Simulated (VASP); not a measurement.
Write the native input for VASP 6.6.1 that does the following.

```yaml
Task: single point
Functional: PBE
Potentials_or_basis: VASP PAW PBE potentials, release 64 (Al, H)
Cutoff: 520 eV
k_mesh: 9 × 9 × 1
Occupations: gaussian, width 0.1 eV
Spin: no spin polarisation
Dipole_correction: yes
Further_INCAR_settings: ALGO = Normal; EDIFF = 1e-06; NBANDS = 13
```

The structure of Al3H lies in POSCAR:

```
Al3H
1.0
    2.8567582918      0.0000000000      0.0000000000
    0.0000000000      2.8567582918      0.0000000000
    0.0000000000      0.0000000000     19.6746954375
Al H
3 1
Direct
    0.5000000000      0.5000000000      0.2033068320
    0.0000000000      0.0000000000      0.3092728611
    0.5000000000      0.5000000000      0.4154928580
    0.5000000000      0.8333333333      0.4826021260
```

The input as run:

INCAR

```
SYSTEM = Al3H
ALGO = Normal
DIPOL = 0.5 0.5 0.353
EDIFF = 1E-6
ENCUT = 520
GGA = PE
IDIPOL = 3
ISIF = 2
ISMEAR = 0
LASPH = .True.
LCHARG = .True.
LDIPOL = .True.
LELF = .True.
LREAL = .False.
LVACPOTAV = .True.
LVHAR = .True.
LWAVE = .False.
NBANDS = 13
NELM = 60
PREC = Accurate
SIGMA = 0.1
```

KPOINTS

```
k-points
0
Gamma
  9 9 1
  0 0 0
```

Potentials or basis: VASP PAW PBE potentials, release 64 (Al, H).

Run with:

```console
$ cat potpaw_PBE.64/Al/POTCAR potpaw_PBE.64/H/POTCAR > POTCAR
$ mpirun -np 1 vasp_std > vasp.out
```

It gave:

```
Largest force          : 0.410 eV/Å
Band gap on the k mesh : zero (band 5 reaches 0.69 eV, above the bottom of band 6 at -1.12 eV)
```

Run time: 120 s on 1 thread of AMD EPYC 7R43 64-Core Processor (Zen 3), with other jobs on the host, peak memory 0.23 GiB.
